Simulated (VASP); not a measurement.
# Se (Pm-3m) in VASP: notebook, part 2 of 3

VASP 6.6.1. Earlier steps stand in the parts before.

### 4 Single point, PBEsol (volume scaled by 1.04)

Input file INCAR:

```
PREC = Accurate
ENCUT = 520
EDIFF = 1E-7
ISMEAR = -1
SIGMA = 0.1
LREAL = F
LASPH = T
NELM = 60
ALGO = Normal
ISIF = 2
LWAVE = F
LCHARG = F
GGA = PS
NBANDS = 9
```

Input file KPOINTS:

```
regular mesh
0
Gamma
  13 13 13
```

Input file POSCAR:

```
Se
1.0
    2.8228459055      0.0000000000      0.0000000000
    0.0000000000      2.8228459055      0.0000000000
    0.0000000000      0.0000000000      2.8228459055
Se
1
Direct
    0.0000000000      0.0000000000      0.0000000000
```

Potentials or basis: VASP PAW PBE potentials, release 64 (Se).

Started as:

```console
> cat potpaw_PBE.64/Se/POTCAR > POTCAR
> mpirun -np 1 vasp_std > vasp.out
```

OUTCAR:

```text
PREC = Accurate
   ENCUT = 520
   EDIFF = 1E-7
   ISMEAR = -1
   LREAL = F
   LASPH = T
   NELM = 60
   ISIF = 2
   GGA = PS

 ion  position               nearest neighbor table
   1  0.000  0.000  0.000-

  LATTYP: Found a simple cubic cell.
 ALAT       =     2.8228459055

  Lattice vectors:

 A1 = (   2.8228459055,   0.0000000000,   0.0000000000)
 A2 = (   0.0000000000,   2.8228459055,   0.0000000000)
 A3 = (   0.0000000000,   0.0000000000,   2.8228459055)

Analysis of symmetry for initial positions (statically):
=====================================================================
 Subroutine PRICEL returns:
 Original cell was already a primitive cell.

 Routine SETGRP: Setting up the symmetry group for a
 simple cubic supercell.

 Subroutine GETGRP returns: Found 48 space group operations
 (whereof 48 operations were pure point group operations)
 out of a pool of 48 trial point group operations.

The static configuration has the point symmetry O_h .

Analysis of symmetry for dynamics (positions and initial velocities):
=====================================================================
 Subroutine PRICEL returns:
 Original cell was already a primitive cell.

 Routine SETGRP: Setting up the symmetry group for a
 simple cubic supercell.

 Subroutine GETGRP returns: Found 48 space group operations
 (whereof 48 operations were pure point group operations)
 out of a pool of 48 trial point group operations.

The dynamic configuration has the point symmetry O_h .

 Subroutine INISYM returns: Found 48 space group operations
 (whereof 48 operations are pure point group operations),
 and found     1 'primitive' translations

----------------------------------------------------------------------------------------

                                     Primitive cell

  volume of cell :      22.4937

  direct lattice vectors                    reciprocal lattice vectors
     2.822845905  0.000000000  0.000000000     0.354252422  0.000000000  0.000000000
     0.000000000  2.822845905  0.000000000     0.000000000  0.354252422  0.000000000
     0.000000000  0.000000000  2.822845905     0.000000000  0.000000000  0.354252422

  length of vectors
     2.822845905  2.822845905  2.822845905     0.354252422  0.354252422  0.354252422

  position of ions in fractional coordinates (direct lattice)
     0.000000000  0.000000000  0.000000000

  ion indices of the primitive-cell ions
   primitive index   ion index
                 1           1

----------------------------------------------------------------------------------------

 KPOINTS: regular mesh

Automatic generation of k-mesh.
 Grid dimensions read from file:
 generate k-points for:   13   13   13

 Generating k-lattice:

  Cartesian coordinates                     Fractional coordinates (reciprocal lattice)
     0.027250186  0.000000000  0.000000000     0.076923077  0.000000000  0.000000000
     0.000000000  0.027250186  0.000000000     0.000000000  0.076923077  0.000000000
     0.000000000  0.000000000  0.027250186     0.000000000  0.000000000  0.076923077

  Length of vectors
     0.027250186  0.027250186  0.027250186

  Shift w.r.t. Gamma in fractional coordinates (k-lattice)
     0.000000000  0.000000000  0.000000000

 Subroutine IBZKPT returns following result:
 ===========================================

 Found     84 irreducible k-points:

 Following reciprocal coordinates:
            Coordinates               Weight
  0.000000  0.000000  0.000000      1.000000
  0.076923  0.000000  0.000000      6.000000
  0.153846  0.000000  0.000000      6.000000
  0.230769  0.000000  0.000000      6.000000
  0.307692  0.000000  0.000000      6.000000
  0.384615  0.000000  0.000000      6.000000
[... 16 lines left out ...]
  0.307692  0.307692  0.000000     12.000000
  0.384615  0.307692  0.000000     24.000000
 [... further k-points ...]
   k-points           NKPTS =     84   k-points in BZ     NKDIM =     84   number of bands    NBANDS=      9
   number of dos      NEDOS =    301   number of ions     NIONS =      1
   total plane-waves  NPLWV =  13824
   dimension x,y,z NGX =    24 NGY =   24 NGZ =   24
   dimension x,y,z NGXF=    48 NGYF=   48 NGZF=   48
   ions per type =               1
   NGX,Y,Z   is equivalent  to a cutoff of  14.13, 14.13, 14.13 a.u.
   NGXF,Y,Z  is equivalent  to a cutoff of  28.27, 28.27, 28.27 a.u.
 SYSTEM =  unknown system
   PREC   = accura    normal or accurate (medium, high low for compatibility)
   ISTART =      0    job   : 0-new  1-cont  2-samecut
   ICHARG =      2    charge: 1-file 2-atom 10-const
   ISPIN  =      1    spin polarized calculation?
   LNONCOLLINEAR =      F non collinear calculations
   LSORBIT =      F    spin-orbit coupling
   LASPH  =      T    aspherical Exc in radial PAW
   ENCUT  =  520.0 eV  38.22 Ry    6.18 a.u.   5.25  5.25  5.25*2*pi/ulx,y,z
   NELM   =     60;   NELMIN=  2; NELMDL= -5     # of ELM steps
   EDIFF  = 0.1E-06   stopping-criterion for ELM
   LREAL  =      F    real-space projection
   EDIFFG = 0.1E-05   stopping-criterion for IOM
   NSW    =      0    number of steps for IOM
   IBRION =     -1    ionic relax: 0-MD 1-quasi-New 2-CG
   NFREE  =      0    steps in history (QN), initial steepest desc. (CG)
   ISIF   =      2    stress and relaxation
   ISYM   =      2    0-nonsym 1-usesym 2-fastsym
   POTIM  = 0.5000    time-step for ionic-motion
   TEBEG  =    0.0;   TEEND  =   0.0 temperature during run
   PSTRESS=    0.0 pullay stress
   NELECT =       6.0000    total number of electrons
   NUPDOWN=      -1.0000    fix difference up-down
   EMIN   =  10.00;   EMAX   =-10.00  energy-range for DOS
   EFERMI =   0.00;   METHOD = LEGACY
   ISMEAR =    -1;   SIGMA  =   0.10  broadening in eV -4-tet -1-fermi 0-gaus
   EFERMI_NEDOS =   21; number of points for ismear=-14 and -15
   IALGO  =     38    algorithm
   IMIX   =      4    mixing-type and parameters
     AMIX     =   0.40;   BMIX     =  1.00
     AMIX_MAG =   1.60;   BMIX_MAG =  1.00
  volume/ion in A,a.u.               =      22.49       151.80
  Fermi-wavevector in a.u.,A,eV,Ry     =   1.053832  1.991454 15.110114  1.110562
  Thomas-Fermi vector in A             =   2.188969
   LORBIT       =      0    0 simple, 1 ext, 2 COOP (PROOUT), +10 PAW based schemes
   GGA     = PS    functional components
   LHFCALC =     F    Hartree Fock is set to
   AEXX    =    0.0000 exact exchange contribution
   IVDW    =     0    specifies the selected vdW correction
   LEPSILON=     F    determine dielectric tensor
   LRPA    =     F    only Hartree local field effects (RPA)
 non-spin polarized calculation
  energy-cutoff  :      520.00
  volume of cell :       22.49
 maximum number of plane-waves:       624
 NGX is ok and might be reduce to    24
   NGX = 11   NGY = 11   NGZ = 11

 number of electron       5.9999999 magnetization

 Free energy of the ion-electron system (eV)
  ---------------------------------------------------
  ext. energy  EPLUGINS =         0.00000000
  ---------------------------------------------------
  free energy    TOTEN  =        -3.75893453 eV

  energy without entropy =       -3.74271253  energy(sigma->0) =       -3.75082353

 E-fermi :   4.6496     XC(G=0): -10.1044

 val. band max:        4.5897129507   @ k =   0.3077   0.1538   0.1538
 cond. band min:       4.6524137779   @ k =   0.4615   0.3846   0.2308
 fundamental gap:      0.0627008271
 Fermi energy:         4.6495735536

 k-point     1 :       0.0000    0.0000    0.0000
  band No.  band energies     occupation
      1     -11.4588      2.00000
      2       6.0305      0.00000
      3       6.0305      0.00000
      4       6.0305      0.00000
      5      12.3081      0.00000
      6      12.3596      0.00000
      7      12.3596      0.00000
      8      26.8872      0.00000
      9      26.8872      0.00000

 k-point     2 :       0.0769    0.0000    0.0000
  band No.  band energies     occupation
      1     -11.3741      2.00000
      2       5.1181      0.01829
      3       6.0973      0.00000
      4       6.0973      0.00000
      5      12.4248      0.00000
      6      12.4456      0.00000
      7      13.4333      0.00000
      8      25.3371      0.00000
      9      25.3371      0.00000
[... 253 lines left out ...]
 k-point    24 :       0.3846    0.3077    0.0000
  band No.  band energies     occupation
      1      -8.5461      2.00000
      2      -0.3912      2.00000
      3       1.3445      2.00000
      4       8.0748      0.00000
      5      10.3025      0.00000
      6      16.0739      0.00000
      7      20.0256      0.00000
      8      21.1798      0.00000
      9      21.7462      0.00000

 [... further k-points ...]

------------------------ aborting loop because EDIFF is reached ----------------------------------------

  FORCE on cell =-STRESS in cart. coord.  units (eV):
  Direction    XX          YY          ZZ          XY          YZ          ZX
  --------------------------------------------------------------------------------------
  -------------------------------------------------------------------------------------
  Total       -0.3966851     -0.3966851     -0.3966851     -0.0000000     -0.0000000      0.0000000
  in kB      -28.2549736    -28.2549736    -28.2549736     -0.0000000     -0.0000000      0.0000000
  external PRESSURE =     -28.2549736 kB  Pullay stress =       0.0000000 kB

 VOLUME and BASIS-vectors are now :
 -----------------------------------------------------------------------------
  energy-cutoff  :      520.00
  volume of cell :       22.49
      direct lattice vectors                 reciprocal lattice vectors
     2.822845905  0.000000000  0.000000000     0.354252422  0.000000000  0.000000000
     0.000000000  2.822845905  0.000000000     0.000000000  0.354252422  0.000000000
     0.000000000  0.000000000  2.822845905     0.000000000  0.000000000  0.354252422

 POSITION                                       TOTAL-FORCE (eV/Angst)
 -----------------------------------------------------------------------------------
      0.00000      0.00000      0.00000         0.000000      0.000000      0.000000
 -----------------------------------------------------------------------------------
    total drift:                                0.000000     -0.000000     -0.000000

  FREE ENERGIE OF THE ION-ELECTRON SYSTEM (eV)
  ---------------------------------------------------
  free  energy   TOTEN  =        -3.7589345299 eV

  energy  without entropy=       -3.7427125283  energy(sigma->0) =       -3.75082353
```

OSZICAR:

```text
N       E                     dE             d eps       ncg     rms          rms(c)
DAV:   1     0.920094940771E+01    0.92009E+01   -0.28403E+03  1520   0.565E+02
DAV:   2    -0.346053599209E+01   -0.12661E+02   -0.11963E+02  2026   0.769E+01
DAV:   3    -0.375728822798E+01   -0.29675E+00   -0.29201E+00  1810   0.107E+01
DAV:   4    -0.375790345698E+01   -0.61523E-03   -0.61515E-03  2128   0.564E-01
DAV:   5    -0.375790391800E+01   -0.46102E-06   -0.46128E-06  1865   0.124E-02    0.376E+00
DAV:   6    -0.375838991501E+01   -0.48600E-03   -0.10125E-03  1721   0.187E-01    0.224E+00
DAV:   7    -0.375893662373E+01   -0.54671E-03   -0.18450E-03  1598   0.259E-01    0.492E-02
DAV:   8    -0.375893314648E+01    0.34772E-05   -0.85147E-05  1722   0.515E-02    0.693E-03
DAV:   9    -0.375893429686E+01   -0.11504E-05   -0.16814E-06  2020   0.848E-03    0.402E-03
DAV:  10    -0.375893453430E+01   -0.23744E-06   -0.80995E-07  1634   0.476E-03    0.777E-04
DAV:  11    -0.375893452990E+01    0.44043E-08   -0.42759E-08  1100   0.112E-03
   1 F= -.37589345E+01 E0= -.37508235E+01  d E =-.162220E-01
```

stdout:

```text
POSCAR found type information on POSCAR Se
 POSCAR found :  1 types and       1 ions
 scaLAPACK will be used
 -----------------------------------------------------------------------------
|                                                                             |
|                                                                             |
|     You enforced a specific xc type in the INCAR file but a different       |
|     I HOPE YOU KNOW WHAT YOU ARE DOING!                                     |
|                                                                             |
 -----------------------------------------------------------------------------

 LDA part: xc-table for (Slater+PW92), standard interpolation
 POSCAR, INCAR and KPOINTS ok, starting setup
 FFT: planning ... GRIDC
 FFT: planning ... GRID_SOFT
 FFT: planning ... GRID
 WAVECAR not read
 entering main loop
```

Run time: 20 s. Hardware: 1 thread of AMD EPYC 7R13 (Zen 3), shared host; peak memory 0.11 GiB.

What came out:

| Quantity | Value |
| --- | --- |
| Free energy | -3.7589 eV |
| Pressure | -2.8 GPa |
| Band gap on the k mesh | zero (band 3 reaches 7.44 eV, above the bottom of band 4 at 1.35 eV) |

Levels at points of the mesh, in eV from the Fermi level:
| k point | band 1 | band 2 | band 3 | band 4 | band 5 | band 6 |
| --- | --- | --- | --- | --- | --- | --- |
| (0.00, 0.00, 0.00) | -16.11 | 1.38 | 1.38 | 1.38 | 7.66 | 7.71 |

Caveat: the PAW data sets were made with another functional, which shifts forces and pressure a little.

### 5 Single point, PBEsol (volume scaled by 1.12)

Input file INCAR:

```
  PREC = Accurate
  ENCUT = 520
  EDIFF = 1E-6
  ISMEAR = -1
  SIGMA = 0.1
  LREAL = False
  LASPH = True
  NELM = 60
  ALGO = Normal
  ISIF = 2
  LWAVE = False
  LCHARG = False
  GGA = PS
  NBANDS = 9
```

KPOINTS is that of step 4.

Input file POSCAR:

```
Se
1.0
    2.8934461171      0.0000000000      0.0000000000
    0.0000000000      2.8934461171      0.0000000000
    0.0000000000      0.0000000000      2.8934461171
Se
1
Direct
    0.0000000000      0.0000000000      0.0000000000
```

Potentials or basis: VASP PAW PBE potentials, release 64 (Se).

Started as:

```console
> cat potpaw_PBE.64/Se/POTCAR > POTCAR
> mpirun -np 1 vasp_std > vasp.out
```

OUTCAR:

```text
PREC = Accurate
   ENCUT = 520
   EDIFF = 1E-6
   ISMEAR = -1
   LREAL = False
   LASPH = True
   NELM = 60
   ISIF = 2
   GGA = PS

 ion  position               nearest neighbor table
   1  0.000  0.000  0.000-

  LATTYP: Found a simple cubic cell.
 ALAT       =     2.8934461171

  Lattice vectors:

 A1 = (   2.8934461171,   0.0000000000,   0.0000000000)
 A2 = (   0.0000000000,   2.8934461171,   0.0000000000)
 A3 = (   0.0000000000,   0.0000000000,   2.8934461171)

Analysis of symmetry for initial positions (statically):
=====================================================================
 Subroutine PRICEL returns:
 Original cell was already a primitive cell.

 Routine SETGRP: Setting up the symmetry group for a
 simple cubic supercell.

 Subroutine GETGRP returns: Found 48 space group operations
 (whereof 48 operations were pure point group operations)
 out of a pool of 48 trial point group operations.

The static configuration has the point symmetry O_h .

[... 161 lines left out ...]
 cond. band min:       3.7789486754   @ k =   0.3077   0.1538   0.1538
 fundamental gap:      0.0408580037
 Fermi energy:         3.7713423385

 k-point     1 :       0.0000    0.0000    0.0000
  band No.  band energies     occupation
      1     -11.6952      2.00000
      2       5.0530      0.00001
      3       5.0530      0.00001
      4       5.0530      0.00001
      5      11.0542      0.00000
      6      11.6172      0.00000
      7      11.6172      0.00000
      8      25.2956      0.00000
      9      25.2956      0.00000
[... 265 lines left out ...]
 k-point    24 :       0.3846    0.3077    0.0000
  band No.  band energies     occupation
      1      -9.1178      2.00000
      2      -0.8079      2.00000
      3       0.7578      2.00000
      4       6.8501      0.00000
      5       9.6426      0.00000
      6      14.9227      0.00000
      7      18.8606      0.00000
      8      19.8765      0.00000
      9      20.4722      0.00000

 [... further k-points ...]

------------------------ aborting loop because EDIFF is reached ----------------------------------------

  FORCE on cell =-STRESS in cart. coord.  units (eV):
  Direction    XX          YY          ZZ          XY          YZ          ZX
  --------------------------------------------------------------------------------------
  -------------------------------------------------------------------------------------
  Total       -1.0699263     -1.0699263     -1.0699263     -0.0000000     -0.0000000      0.0000000
  in kB      -70.7649591    -70.7649591    -70.7649591     -0.0000000     -0.0000000      0.0000000
  external PRESSURE =     -70.7649591 kB  Pullay stress =       0.0000000 kB

 VOLUME and BASIS-vectors are now :
 -----------------------------------------------------------------------------
  energy-cutoff  :      520.00
  volume of cell :       24.22
      direct lattice vectors                 reciprocal lattice vectors
     2.893446117  0.000000000  0.000000000     0.345608648  0.000000000  0.000000000
     0.000000000  2.893446117  0.000000000     0.000000000  0.345608648  0.000000000
     0.000000000  0.000000000  2.893446117     0.000000000  0.000000000  0.345608648

 POSITION                                       TOTAL-FORCE (eV/Angst)
 -----------------------------------------------------------------------------------
      0.00000      0.00000      0.00000         0.000000      0.000000      0.000000
 -----------------------------------------------------------------------------------
    total drift:                                0.000000      0.000000     -0.000000

  FREE ENERGIE OF THE ION-ELECTRON SYSTEM (eV)
  ---------------------------------------------------
  free  energy   TOTEN  =        -3.7038862677 eV

  energy  without entropy=       -3.6858444073  energy(sigma->0) =       -3.69486534
```

Run time: 14 s. Hardware: 1 thread of AMD EPYC 7R13 (Zen 3), shared host; peak memory 0.11 GiB.

Results:

- Free energy: -3.7039 eV
- Pressure: -7.1 GPa
- Band gap on the k mesh: zero (band 3 reaches 6.29 eV, above the bottom of band 4 at 0.75 eV)

Levels at points of the mesh, in eV from the Fermi level:
```csv
k point,band 1,band 2,band 3,band 4,band 5,band 6,band 7,band 8
"(0.00, 0.00, 0.00)",-15.47,1.28,1.28,1.28,7.28,7.85,7.85,21.52
```

Caveat: the PAW data sets were made with another functional, which shifts forces and pressure a little.

[end of part 2 of 3]
